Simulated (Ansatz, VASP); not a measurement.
# One calculation of HfCl5, two programs

```
CELL_PARAMETERS angstrom
3.45671 1.99573 3.30980
-3.45671 1.99573 3.30980
0.00000 -3.99147 3.30980
ATOMIC_POSITIONS crystal
Hf 0.00000 0.00000 0.00000
Cl 0.00000 0.00000 0.50000
Cl 0.50000 0.00000 0.00000
Cl 0.00000 0.50000 0.00000
Cl 0.60100 0.60100 0.60100
Cl 0.39900 0.39900 0.39900
```

Alike in both runs: functional PBE; k mesh 6 × 6 × 6; occupations gaussian, width 0.1 eV; no spin polarisation.

Ansatz relaxed the structure, and its values are those at the end. VASP's run is a single point on that final structure, the one shown.

```csv
,VASP,Ansatz
version,VASP 6.6.1,Ansatz 0.2.0
potentials or method,"VASP PAW PBE potentials, release 64 (Hf_pv, Cl), cutoff 520 eV","scalar-relativistic, plane waves, PAW"
valence electrons in the cell,45,61
```

```csv
,VASP,Ansatz,Ansatz less VASP
gap on the k mesh at the Fermi level (eV),none,none,-
pressure (GPa),-0.5,0.0,+0.52
rms of the force components (eV/Å),0.074,0.000,-0.0739
```

A gap of «none» marks a metal or a gap that the smearing closes. The functional is the same, so the differences come from potentials, cutoffs and numerics. VASP's potentials hold 45 valence electrons a cell and Ansatz's 61, so a difference there can come from the potentials and not from the codes.

Neither program's run includes spin-orbit coupling.
